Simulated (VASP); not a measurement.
Write the native input for VASP 6.6.1 that does the following.

```
Task                   : single point
Functional             : r2SCAN
Potentials or basis    : VASP PAW PBE potentials, release 64 (Lu, Cd)
Cutoff                 : 520 eV
k mesh                 : 6 × 6 × 6
Occupations            : fermi-dirac, width 0.15 eV
Spin                   : no spin polarisation
Dipole correction      : no
Further INCAR settings : ALGO = Normal; EDIFF = 1e-07; NBANDS = 26
```

Crystal: LuCd.

```
CELL_PARAMETERS angstrom
3.64099 0.00000 0.00000
0.00000 3.64099 0.00000
0.00000 0.00000 3.64099
ATOMIC_POSITIONS crystal
Lu 0.50000 0.50000 0.50000
Cd 0.00000 0.02500 0.00000
```

The input as run:

POSCAR

```
LuCd
1.0
    3.6409900000      0.0000000000      0.0000000000
    0.0000000000      3.6409900000      0.0000000000
    0.0000000000      0.0000000000      3.6409900000
Lu Cd
1 1
Direct
    0.5000000000      0.5000000000      0.5000000000
    0.0000000000      0.0250000000      0.0000000000
```

INCAR.step1

```
  PREC = Accurate
  ENCUT = 520
  ISMEAR = -1
  SIGMA = 0.15
  LREAL = False
  LASPH = True
  NELM = 100
  NBANDS = 26
  GGA = PE
  ALGO = Normal
  EDIFF = 1E-4
  LWAVE = True
  LCHARG = False
```

INCAR.step2

```
  PREC = Accurate
  ENCUT = 520
  EDIFF = 1E-7
  ISMEAR = -1
  SIGMA = 0.15
  LREAL = False
  LASPH = True
  NELM = 100
  ALGO = Normal
  ISIF = 2
  LWAVE = False
  LCHARG = False
  METAGGA = R2SCAN
  LMIXTAU = True
  NBANDS = 26
  ISTART = 1
```

KPOINTS

```
regular mesh
0
Gamma
  6 6 6
```

Potentials or basis: VASP PAW PBE potentials, release 64 (Lu, Cd).

Run with:

```bash
$ cat potpaw_PBE.64/Lu/POTCAR potpaw_PBE.64/Cd/POTCAR > POTCAR
$ cp INCAR.step1 INCAR
$ mpirun -np 1 vasp_std > vasp.out
$ cp INCAR.step2 INCAR
$ mpirun -np 1 vasp_std > vasp.out
```

It gave:

```json
{
 "Pressure": "0.7 GPa",
 "Largest force": "0.314 eV/Å"
}
```

Caveat: the PAW data sets were made with another functional, which shifts forces and pressure a little.

Run time: 74 s on 1 thread of Intel(R) Xeon(R) 6975P-C (Granite Rapids), on a shared host, peak memory 0.21 GiB.
